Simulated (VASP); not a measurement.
Write the native input for VASP 6.6.1 that does the following.

```
Task                   : single point
Functional             : PBEsol
Potentials or basis    : VASP PAW PBE potentials, release 64 (Ge_d)
Cutoff                 : 500 eV
k mesh                 : 5 × 5 × 5
Occupations            : fermi-dirac, width 0.15 eV
Spin                   : no spin polarisation
Dipole correction      : no
Further INCAR settings : ALGO = Normal; EDIFF = 1e-06; NBANDS = 21
```

The structure of Ge lies in POSCAR:

```
Ge
1.0
   -2.4958980000      2.6508630000      1.4369470000
    2.4958980000     -2.6508630000      1.4369470000
    2.4958980000      2.6508630000     -1.4369470000
Ge
2
Direct
    0.6859430000      0.9359430000      0.7500000000
    0.3140570000      0.0640570000      0.2500000000
```

The input as run:

INCAR

```
  PREC = Accurate
  ENCUT = 500
  EDIFF = 1E-6
  ISMEAR = -1
  SIGMA = 0.15
  LREAL = False
  LASPH = True
  NELM = 120
  ALGO = Normal
  ISIF = 2
  LWAVE = False
  LCHARG = True
  GGA = PS
  LELF = True
  LVHAR = True
  NBANDS = 21
  GGA_COMPAT = False
```

KPOINTS

```
regular mesh
0
Gamma
  5 5 5
```

Potentials or basis: VASP PAW PBE potentials, release 64 (Ge_d).

Launch:

```console
$ cat potpaw_PBE.64/Ge_d/POTCAR > POTCAR
$ mpirun -np 1 vasp_std > vasp.out
```

It gave:

| Property | Result |
| --- | --- |
| Pressure | -1.8 GPa |
| Largest force | 0.084 eV/Å |
| Band gap on the k mesh | zero (bands 14 and 15 overlap by 4.27 eV) |

Caveat: the k points lie up to 0.50 Å⁻¹ apart, too coarse for converged energies and pressures of a metal; the PAW data sets were made with another functional, which shifts forces and pressure a little.

Wall time 24 s on 1 thread of AMD EPYC 7R13 Processor (Zen 3), on a shared host, peak memory 0.14 GiB.
